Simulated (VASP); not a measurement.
SiC, 2 atoms in the cell. It takes space group F-43m (No. 216, cubic). Conventional cell: a = 4.399 Å, b = 4.399 Å, c = 4.399 Å, α = 90.00°, β = 90.00°, γ = 90.00°. Within 2.5 Å of Si (site symmetry -43m) lie 4 C at 1.90 Å. Within 2.5 Å of C (site symmetry -43m) lie 4 Si at 1.90 Å. 

| Quantity | Value |
| --- | --- |
| Program | VASP 6.6.1 |
| Task | single point |
| Functional | r2SCAN |
| Potentials or basis | VASP PAW PBE potentials, release 64 (Si, C) |
| Cutoff | 660 eV |
| k mesh | 8 × 8 × 8 |
| Occupations | gaussian, width 0.01 eV |
| Spin | no spin polarisation |
| Dipole correction | no |
| Further INCAR settings | ALGO = Normal; EDIFF = 1e-06; NBANDS = 11 |

Potentials or basis: VASP PAW PBE potentials, release 64 (Si, C).

Run with:

```bash
$ cat potpaw_PBE.64/Si/POTCAR potpaw_PBE.64/C/POTCAR > POTCAR
$ cp INCAR.step1 INCAR
$ mpirun -np 1 vasp_std > vasp.out
$ cp INCAR.step2 INCAR
$ mpirun -np 1 vasp_std > vasp.out
```

Hardware: 1 thread of Intel Xeon 8259CL, with other jobs on the host.

Task: Estimate the wall time of this run.

Result: Run time: 74 s on 1 thread of Intel Xeon 8259CL (shared host), peak memory 0.16 GiB. Counts: k points 29.
